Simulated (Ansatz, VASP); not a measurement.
**Ni in VASP and in Ansatz**

```
Ni
1.0
     0.00000    4.23685    0.00000
     0.00000    0.00000    4.01857
     2.44614    0.00000    0.00000
Ni
4
Direct
  0.33333 0.25000 0.00000
  0.83333 0.25000 0.50000
  0.16667 0.75000 0.50000
  0.66667 0.75000 0.00000
```

Alike in both runs: task single point; functional PBEsol; k mesh 10 × 10 × 17; occupations fermi-dirac, width 0.05 eV; collinear spin.

|  | VASP | Ansatz |
| --- | --- | --- |
| version | VASP 6.6.1 | Ansatz 0.2.0 |
| potentials or method | VASP PAW PBE potentials, release 64 (Ni), cutoff 520 eV | all-electron LAPW, scalar-relativistic |

|  | VASP | Ansatz | Ansatz less VASP |
| --- | --- | --- | --- |
| pressure (GPa) | 0.0 | 0.1 | +0.05 |
| traceless stress, the component that is largest in VASP (GPa) | -0.21 | -0.19 | +0.020 |
| net moment per atom (μB) | 0.63 | 0.64 | +0.012 |
| size of the moment on the site where the two differ most (μB) | 0.63 | 0.66 | +0.029 |

VASP's potentials were made for PBE, not for PBEsol. Site moments also hang on the region over which each program counts them. Ansatz ran all-electron here, and VASP with PAW potentials.
